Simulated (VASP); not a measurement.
# Ba (I4/mmm) in VASP: a series of runs

Ba is run at these levels: LDA; tasks: single point.

All numbers are computed with VASP 6.6.1; they aren't measurements. Logs are shortened: lines on timing, memory, paths and dates and some standing lists are left out, and cuts for length are marked.

## Step 1: The cell of the first run

Symmetry: I4/mmm, No. 139, tetragonal system. Conventional cell: a = 5.432 Å, b = 5.432 Å, c = 4.237 Å, α = 90.00°, β = 90.00°, γ = 90.00°. Within 5.6 Å of Ba (site symmetry 4/mmm) lie 14 Ba at 4.24 to 5.43 Å.

## Step 2: Single point, LDA

Contents of INCAR:

```
PREC = Accurate
ENCUT = 520
EDIFF = 1E-7
ISMEAR = 0
SIGMA = 0.15
LREAL = False
LASPH = True
NELM = 60
ALGO = Fast
ISIF = 2
LWAVE = False
LCHARG = True
GGA = CA
LELF = True
LVHAR = True
NBANDS = 11
```

Contents of KPOINTS:

```
Automatic mesh
0
Gamma
  16 16 16
```

Contents of POSCAR:

```
Ba
1.0
   -2.7158668521      2.7158668521      2.1183761447
    2.7158668521     -2.7158668521      2.1183761447
    2.7158668521      2.7158668521     -2.1183761447
Ba
1
Direct
    0.0000000000      0.0000000000      0.0000000000
```

Potentials or basis: VASP PAW LDA potentials, release 64 (Ba_sv).

On the command line:

```
> cat potpaw_LDA.64/Ba_sv/POTCAR > POTCAR
> mpirun -np 1 vasp_std > vasp.out
```

OUTCAR:

```text
PREC = Accurate
   ENCUT = 520
   EDIFF = 1E-7
   ISMEAR = 0
   LREAL = False
   LASPH = True
   NELM = 60
   ISIF = 2
   GGA = CA

 ion  position               nearest neighbor table
   1  0.000  0.000  0.000-

  LATTYP: Found a body centered tetragonal cell.
 ALAT       =     5.4317337042
 C/A-ratio  =     0.7800000000

  Lattice vectors:

 A1 = (  -2.7158668521,   2.7158668521,   2.1183761447)
 A2 = (   2.7158668521,  -2.7158668521,   2.1183761447)
 A3 = (   2.7158668521,   2.7158668521,  -2.1183761447)

Analysis of symmetry for initial positions (statically):
=====================================================================
 Subroutine PRICEL returns:
 Original cell was already a primitive cell.

 Routine SETGRP: Setting up the symmetry group for a
 body centered tetragonal supercell.

 Subroutine GETGRP returns: Found 16 space group operations
 (whereof 16 operations were pure point group operations)
 out of a pool of 16 trial point group operations.

The static configuration has the point symmetry D_4h.

Analysis of symmetry for dynamics (positions and initial velocities):
=====================================================================
 Subroutine PRICEL returns:
 Original cell was already a primitive cell.

 Routine SETGRP: Setting up the symmetry group for a
 body centered tetragonal supercell.

 Subroutine GETGRP returns: Found 16 space group operations
 (whereof 16 operations were pure point group operations)
 out of a pool of 16 trial point group operations.

The dynamic configuration has the point symmetry D_4h.

 Subroutine INISYM returns: Found 16 space group operations
 (whereof 16 operations are pure point group operations),
 and found     1 'primitive' translations

----------------------------------------------------------------------------------------

                                     Primitive cell

  volume of cell :      62.5000

  direct lattice vectors                    reciprocal lattice vectors
    -2.715866852  2.715866852  2.118376145     0.000000000  0.184103282  0.236029848
     2.715866852 -2.715866852  2.118376145     0.184103282  0.000000000  0.236029848
     2.715866852  2.715866852 -2.118376145     0.184103282  0.184103282  0.000000000

  length of vectors
     4.386272108  4.386272108  4.386272108     0.299339452  0.299339452  0.260361358

  position of ions in fractional coordinates (direct lattice)
     0.000000000  0.000000000  0.000000000

  ion indices of the primitive-cell ions
   primitive index   ion index
                 1           1

----------------------------------------------------------------------------------------

 KPOINTS: Automatic mesh

Automatic generation of k-mesh.
 Grid dimensions read from file:
 generate k-points for:   16   16   16

 Generating k-lattice:

  Cartesian coordinates                     Fractional coordinates (reciprocal lattice)
     0.000000000  0.011506455  0.014751866     0.062500000  0.000000000  0.000000000
     0.011506455  0.000000000  0.014751866     0.000000000  0.062500000  0.000000000
     0.011506455  0.011506455  0.000000000     0.000000000  0.000000000  0.062500000

  Length of vectors
     0.018708716  0.018708716  0.016272585

  Shift w.r.t. Gamma in fractional coordinates (k-lattice)
     0.000000000  0.000000000  0.000000000

 Subroutine IBZKPT returns following result:
 ===========================================

 Found    349 irreducible k-points:

 Following reciprocal coordinates:
            Coordinates               Weight
  0.000000  0.000000  0.000000      1.000000
  0.062500 -0.000000  0.000000      8.000000
  0.125000 -0.000000  0.000000      8.000000
  0.187500 -0.000000  0.000000      8.000000
  0.250000 -0.000000  0.000000      8.000000
  0.312500 -0.000000  0.000000      8.000000
[... 16 lines left out ...]
 -0.125000  0.062500  0.000000     16.000000
 -0.062500  0.062500  0.000000      4.000000
 [... further k-points ...]
   k-points           NKPTS =    349   k-points in BZ     NKDIM =    349   number of bands    NBANDS=     11
   number of dos      NEDOS =    301   number of ions     NIONS =      1
   total plane-waves  NPLWV =  46656
   dimension x,y,z NGX =    36 NGY =   36 NGZ =   36
   dimension x,y,z NGXF=    72 NGYF=   72 NGZF=   72
   ions per type =               1
   NGX,Y,Z   is equivalent  to a cutoff of  13.64, 13.64, 13.64 a.u.
   NGXF,Y,Z  is equivalent  to a cutoff of  27.29, 27.29, 27.29 a.u.
 SYSTEM =  unknown system
   PREC   = accura    normal or accurate (medium, high low for compatibility)
   ISTART =      0    job   : 0-new  1-cont  2-samecut
   ICHARG =      2    charge: 1-file 2-atom 10-const
   ISPIN  =      1    spin polarized calculation?
   LNONCOLLINEAR =      F non collinear calculations
   LSORBIT =      F    spin-orbit coupling
   LASPH  =      T    aspherical Exc in radial PAW
   ENCUT  =  520.0 eV  38.22 Ry    6.18 a.u.   8.16  8.16  8.16*2*pi/ulx,y,z
   NELM   =     60;   NELMIN=  2; NELMDL= -5     # of ELM steps
   EDIFF  = 0.1E-06   stopping-criterion for ELM
   LREAL  =      F    real-space projection
   EDIFFG = 0.1E-05   stopping-criterion for IOM
   NSW    =      0    number of steps for IOM
   IBRION =     -1    ionic relax: 0-MD 1-quasi-New 2-CG
   NFREE  =      0    steps in history (QN), initial steepest desc. (CG)
   ISIF   =      2    stress and relaxation
   ISYM   =      2    0-nonsym 1-usesym 2-fastsym
   POTIM  = 0.5000    time-step for ionic-motion
   TEBEG  =    0.0;   TEEND  =   0.0 temperature during run
   PSTRESS=    0.0 pullay stress
   NELECT =      10.0000    total number of electrons
   NUPDOWN=      -1.0000    fix difference up-down
   EMIN   =  10.00;   EMAX   =-10.00  energy-range for DOS
   EFERMI =   0.00;   METHOD = LEGACY
   ISMEAR =     0;   SIGMA  =   0.15  broadening in eV -4-tet -1-fermi 0-gaus
   EFERMI_NEDOS =   21; number of points for ismear=-14 and -15
   IALGO  =     68    algorithm
   IMIX   =      4    mixing-type and parameters
     AMIX     =   0.40;   BMIX     =  1.00
     AMIX_MAG =   1.60;   BMIX_MAG =  1.00
  volume/ion in A,a.u.               =      62.50       421.77
  Fermi-wavevector in a.u.,A,eV,Ry     =   0.888754  1.679501 10.747016  0.789883
  Thomas-Fermi vector in A             =   2.010225
   LORBIT       =      0    0 simple, 1 ext, 2 COOP (PROOUT), +10 PAW based schemes
   GGA     = CA    functional components
   LHFCALC =     F    Hartree Fock is set to
   AEXX    =    0.0000 exact exchange contribution
   IVDW    =     0    specifies the selected vdW correction
   LEPSILON=     F    determine dielectric tensor
   LRPA    =     F    only Hartree local field effects (RPA)
 non-spin polarized calculation
 RMM-DIIS sequential band-by-band and
 Gauss-broadening in eV      SIGMA  =   0.15
  energy-cutoff  :      520.00
  volume of cell :       62.50
 maximum number of plane-waves:      1700
 NGX is ok and might be reduce to    36
   NGX = 17   NGY = 17   NGZ = 17

 number of electron      10.0000000 magnetization

 Free energy of the ion-electron system (eV)
  ---------------------------------------------------
  ext. energy  EPLUGINS =         0.00000000
  ---------------------------------------------------
  free energy    TOTEN  =        -2.16778558 eV

  energy without entropy =       -2.15453617  energy(sigma->0) =       -2.16116087

 E-fermi :   1.4888     XC(G=0):  -7.6349

 val. band max:        1.4886194026   @ k =   0.3125   0.2500   0.1250
 cond. band min:       1.4963705149   @ k =  -0.3125  -0.3750   0.2500
 fundamental gap:      0.0077511123
 Fermi energy:         1.4888011150

 k-point     1 :       0.0000    0.0000    0.0000
  band No.  band energies     occupation
      1     -27.3784      2.00000
      2     -12.3500      2.00000
      3     -12.3500      2.00000
      4     -12.2741      2.00000
      5      -1.2931      2.00000
      6       2.3355      0.00000
      7       3.3449      0.00000
      8       4.0548      0.00000
      9       4.0548      0.00000
     10       5.5633      0.00000
     11       8.0018      0.00000

 k-point     2 :       0.0625   -0.0000    0.0000
  band No.  band energies     occupation
      1     -27.3761      2.00000
      2     -12.3580      2.00000
      3     -12.3554      2.00000
      4     -12.2931      2.00000
      5      -1.2075      2.00000
      6       2.3663      0.00000
      7       3.3773      0.00000
      8       3.9645      0.00000
      9       3.9758      0.00000
     10       5.4560      0.00000
     11       8.2345      0.00000

 k-point     3 :       0.1250   -0.0000    0.0000
  band No.  band energies     occupation
      1     -27.3695      2.00000
      2     -12.3968      2.00000
      3     -12.3706      2.00000
      4     -12.3303      2.00000
      5      -0.9609      2.00000
      6       2.4211      0.00000
      7       3.3464      0.00000
      8       3.8393      0.00000
      9       3.8759      0.00000
     10       5.2375      0.00000
     11       8.7837      0.00000

 k-point     4 :       0.1875   -0.0000    0.0000
  band No.  band energies     occupation
      1     -27.3595      2.00000
      2     -12.4836      2.00000
      3     -12.3933      2.00000
      4     -12.3544      2.00000
      5      -0.5850      2.00000
      6       2.3934      0.00000
      7       3.0672      0.00000
      8       3.8585      0.00000
      9       4.0923      0.00000
     10       5.0225      0.00000
     11       8.7868      0.00000
[... 239 lines left out ...]
 k-point    22 :      -0.1875    0.0625   -0.0000
  band No.  band energies     occupation
      1     -27.3659      2.00000
      2     -12.4440      2.00000
      3     -12.3754      2.00000
      4     -12.3318      2.00000
      5      -0.7888      2.00000
      6       2.3895      0.00000
      7       3.1823      0.00000
      8       3.7730      0.00000
      9       4.1730      0.00000
     10       5.1927      0.00000
     11       8.9321      0.00000

 k-point    23 :      -0.1250    0.0625    0.0000
  band No.  band energies     occupation
      1     -27.3735      2.00000
      2     -12.3950      2.00000
      3     -12.3541      2.00000
      4     -12.2971      2.00000
      5      -1.0857      2.00000
      6       2.3766      0.00000
      7       3.2676      0.00000
      8       3.9040      0.00000
      9       4.1297      0.00000
     10       5.3607      0.00000
     11       8.3773      0.00000

 k-point    24 :      -0.0625    0.0625    0.0000
  band No.  band energies     occupation
      1     -27.3770      2.00000
      2     -12.3687      2.00000
      3     -12.3488      2.00000
      4     -12.2774      2.00000
      5      -1.2306      2.00000
      6       2.3475      0.00000
      7       3.2923      0.00000
      8       4.0246      0.00000
      9       4.1156      0.00000
     10       5.4890      0.00000
     11       8.1248      0.00000

 [... further k-points ...]
[... 5 lines left out ...]
  --------------------------------------------------------------------------------------
  -------------------------------------------------------------------------------------
  Total       -0.6950843     -0.6950843      0.1724574      0.0000000     -0.0000000      0.0000000
  in kB      -17.8183737    -17.8183737      4.4209164      0.0000000     -0.0000000      0.0000000
  external PRESSURE =     -10.4052770 kB  Pullay stress =       0.0000000 kB

 VOLUME and BASIS-vectors are now :
 -----------------------------------------------------------------------------
  energy-cutoff  :      520.00
  volume of cell :       62.50
      direct lattice vectors                 reciprocal lattice vectors
    -2.715866852  2.715866852  2.118376145     0.000000000  0.184103282  0.236029848
     2.715866852 -2.715866852  2.118376145     0.184103282  0.000000000  0.236029848
     2.715866852  2.715866852 -2.118376145     0.184103282  0.184103282  0.000000000

 POSITION                                       TOTAL-FORCE (eV/Angst)
 -----------------------------------------------------------------------------------
      0.00000      0.00000      0.00000         0.000000     -0.000000     -0.000000
 -----------------------------------------------------------------------------------
    total drift:                               -0.000000     -0.000000      0.000000

  FREE ENERGIE OF THE ION-ELECTRON SYSTEM (eV)
  ---------------------------------------------------
  free  energy   TOTEN  =        -2.1677855824 eV

  energy  without entropy=       -2.1545361658  energy(sigma->0) =       -2.16116087
```

Wall time 9.6 min (1 thread of AMD EPYC 7R43 (Zen 3), shared host); peak memory 0.31 GiB.

Results:

- Free energy: -2.1678 eV
- Pressure: -1.0 GPa
- Band gap on the k mesh: zero (bands 5 and 6 overlap by 0.79 eV)

Stress tensor (GPa, compression positive):
```
-1.78  0.00  0.00
 0.00 -1.78  0.00
 0.00  0.00  0.44
```

Caveat: spin-orbit coupling is left out, which moves the levels of the heavy elements.

## Step 3: Single point, LDA

Contents of INCAR:

```
SYSTEM = Ba
PREC = Accurate
ENCUT = 520
EDIFF = 1E-7
ISMEAR = 0
SIGMA = 0.15
LREAL = .FALSE.
LASPH = .TRUE.
NELM = 60
ALGO = Fast
ISIF = 2
LWAVE = .FALSE.
LCHARG = .FALSE.
GGA = CA
NBANDS = 11
```

Contents of KPOINTS:

```
regular mesh
0
G
  16 16 16
  0 0 0
```

Contents of POSCAR:

```
Ba
1.0
   -2.2906508177      2.2906508177      2.9778460630
    2.2906508177     -2.2906508177      2.9778460630
    2.2906508177      2.2906508177     -2.9778460630
Ba
1
Direct
    0.0000000000      0.0000000000      0.0000000000
```

Potentials or basis: VASP PAW LDA potentials, release 64 (Ba_sv).

On the command line:

```
> cat potpaw_LDA.64/Ba_sv/POTCAR > POTCAR
> mpirun -np 1 vasp_std > vasp.out
```

It took 9 min on 1 thread of AMD EPYC 7R43 (Zen 3), shared host; peak memory 0.32 GiB.

Results (log left out):

- Free energy: -2.2120 eV
- Pressure: -1.1 GPa
- Band gap on the k mesh: zero (bands 5 and 6 overlap by 0.49 eV)

Levels at points of the mesh, in eV from the Fermi level:
```
           k point  band 2  band 3  band 4  band 5  band 6  band 7  band 8  band 9
(0.00, 0.00, 0.00)  -13.79  -13.79  -13.78   -2.80    1.60    1.60    2.06    2.90
(0.50, 0.00, 0.00)  -14.27  -13.88  -13.82   -0.99    1.16    1.30    1.90    4.30
(0.50, 0.50, 0.00)  -14.24  -13.97  -13.90   -0.86   -0.13    1.92    4.41    4.58
(0.50, 0.50, 0.50)  -14.23  -14.00  -14.00   -0.78   -0.31    2.62    4.51    4.88
```

Caveat: spin-orbit coupling is left out, which moves the levels of the heavy elements.

## Step 4: Single point, LDA

Contents of INCAR:

```
SYSTEM = Ba
ALGO = Fast
EDIFF = 1E-6
ENCUT = 520
ISIF = 2
ISMEAR = 0
LASPH = .TRUE.
LCHARG = .FALSE.
LREAL = .FALSE.
LWAVE = .FALSE.
NBANDS = 11
NELM = 60
PREC = Accurate
SIGMA = 0.15
```

Contents of KPOINTS:

```
k-points
0
G
  16 16 16
  0 0 0
```

Contents of POSCAR:

```
Ba
1.0
   -2.5704593068      2.5704593068      2.3648225622
    2.5704593068     -2.5704593068      2.3648225622
    2.5704593068      2.5704593068     -2.3648225622
Ba
1
Direct
    0.0000000000      0.0000000000      0.0000000000
```

On the command line:

```
> cat potpaw_LDA.64/Ba_sv/POTCAR > POTCAR
> mpirun -np 1 vasp_std > vasp.out
```

It took 4.6 min on 1 thread of AMD EPYC 7R43 (Zen 3), shared host; peak memory 0.3 GiB.

Results (log left out):

| Quantity | Value |
| --- | --- |
| Free energy | -2.2184 eV |
| Pressure | -1.2 GPa |
| Band gap on the k mesh | zero (bands 5 and 6 overlap by 0.94 eV) |

Stress tensor (GPa, compression positive):
```
-1.33  0.00  0.00
 0.00 -1.33  0.00
 0.00  0.00 -0.91
```

Levels at points of the mesh, in eV from the Fermi level:
```tsv
k point	band 1	band 2	band 3	band 4	band 5	band 6	band 7	band 8	band 9	band 10
(0.00, 0.00, 0.00)	-28.82	-13.78	-13.78	-13.77	-2.77	1.43	1.96	1.96	2.81	3.57
(0.50, 0.00, 0.00)	-28.77	-14.26	-13.94	-13.79	-0.91	0.47	1.44	3.19	4.10	5.20
(0.50, 0.50, 0.00)	-28.77	-14.26	-13.90	-13.76	-0.97	1.00	1.17	2.70	3.51	5.13
(0.50, 0.50, 0.50)	-28.74	-14.13	-14.13	-14.05	-0.61	-0.50	4.09	4.09	4.67	4.68
```

Caveat: spin-orbit coupling is left out, which moves the levels of the heavy elements.

## Step 5: The runs side by side

| cell | further INCAR settings | gap on the mesh (eV) | pressure (GPa) |
| --- | --- | --- | --- |
| a = 4.386 Å, angles 103.5, 103.5, 122.2°, 1 atom | ALGO = Fast; EDIFF = 1e-07; NBANDS = 11 | none | -1.0 |
| a = 4.400 Å, angles 117.3, 117.3, 94.8°, 1 atom | ALGO = Fast; EDIFF = 1e-07; NBANDS = 11 | none | -1.1 |
| a = 4.337 Å, angles 107.3, 107.3, 113.9°, 1 atom | ALGO = Fast; EDIFF = 1e-06; NBANDS = 11 | none | -1.2 |

Alike in all rows: task single point; level LDA; potentials or basis VASP PAW LDA potentials, release 64 (Ba_sv); no spin polarisation; k mesh 16 × 16 × 16; cutoff (eV) 520; smearing gaussian 0.15 eV.

Caveats: spin-orbit coupling is left out, which moves the levels of the heavy elements.

Total energies depend on the potentials used, so only differences within one code and one set of settings carry meaning.
